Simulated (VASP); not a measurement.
Input of a VASP 6.6.1 run:

INCAR

```
SYSTEM = BN
PREC = Accurate
ENCUT = 520
EDIFF = 1E-6
ISMEAR = 0
SIGMA = 0.05
LREAL = .False.
LASPH = .True.
NELM = 100
ALGO = Normal
ISIF = 2
LWAVE = .False.
LCHARG = .True.
GGA = PS
LELF = .True.
LVHAR = .True.
NBANDS = 16
```

KPOINTS

```
Automatic mesh
0
Gamma
  12 12 4
  0 0 0
```

File POSCAR:

```
BN
1.0
    2.5043488457      0.0000000000      0.0000000000
   -1.2521744229      2.1688297203      0.0000000000
    0.0000000000      0.0000000000      7.0190956742
B N
2 2
Direct
    0.0661129562      0.4710477738      0.2500000000
    0.6666666667      0.3333333333      0.7500000000
    0.3333333333      0.6666666667      0.7500000000
    0.6666666667      0.3333333333      0.2500000000
```

Potentials or basis: VASP PAW PBE potentials, release 64 (B, N).

The run is started by

```console
$ cat potpaw_PBE.64/B/POTCAR potpaw_PBE.64/N/POTCAR > POTCAR
$ mpirun -np 1 vasp_std > vasp.out
```

**Question.** What does it give for the band gap on the k mesh?

**Answer.** 4.11 eV (least direct gap 4.59 eV).

**Question.** Estimate the largest force.

**Answer.** 103.149 eV/Å.

**Question.** Estimate the pressure.

**Answer.** 119.3 GPa.

Stress tensor (GPa, compression positive):
```
306.50 118.09   0.00
118.09  51.85   0.00
  0.00   0.00  -0.31
```

Caveat: the cell differs from its parent crystal (atom 1 (B) moved -0.600 Å along Cartesian [1 1 0]); atoms lie so close that the PAW spheres overlap strongly, which falsifies energies and pressures; the cell stands under pressure; the PAW data sets were made with another functional, which shifts forces and pressure a little; this functional lacks dispersion, which binds the layers, so the pressure and a relaxed spacing across them are unreliable. A k mesh can miss the band edges.
